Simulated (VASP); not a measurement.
ZnSe, 2 atoms in the cell. The structure is cubic, space group F-43m (No. 216). Conventional cell: a = 5.922 Å, b = 5.922 Å, c = 5.922 Å, α = 90.00°, β = 90.00°, γ = 90.00°. Zn (site symmetry -43m) has 4 Se at 2.56 Å within 3.4 Å. Se (site symmetry -43m) has 4 Zn at 2.56 Å within 3.4 Å.  This cell differs from its parent crystal: strained.

* Program: VASP 6.6.1
* Task: single point
* Functional: r2SCAN
* Potentials or basis: VASP PAW PBE potentials, release 64 (Zn, Se)
* Cutoff: 520 eV
* k mesh: 8 × 8 × 8
* Occupations: gaussian, width 0.02 eV
* Spin: no spin polarisation
* Dipole correction: no
* Further INCAR settings: ALGO = Normal; EDIFF = 1e-07; NBANDS = 16

Potentials or basis: VASP PAW PBE potentials, release 64 (Zn, Se).

Launch:

```bash
$ cat potpaw_PBE.64/Zn/POTCAR potpaw_PBE.64/Se/POTCAR > POTCAR
$ cp INCAR.step1 INCAR
$ mpirun -np 1 vasp_std > vasp.out
$ cp INCAR.step2 INCAR
$ mpirun -np 1 vasp_std > vasp.out
```

Hardware: 1 thread of Intel Xeon 8259CL, on a shared host.

Question: How long does it take, and how much memory?

Answer: It took 2.2 min on 1 thread of Intel Xeon 8259CL, with other jobs on the host, peak memory 0.2 GiB. Counts: k points 29.
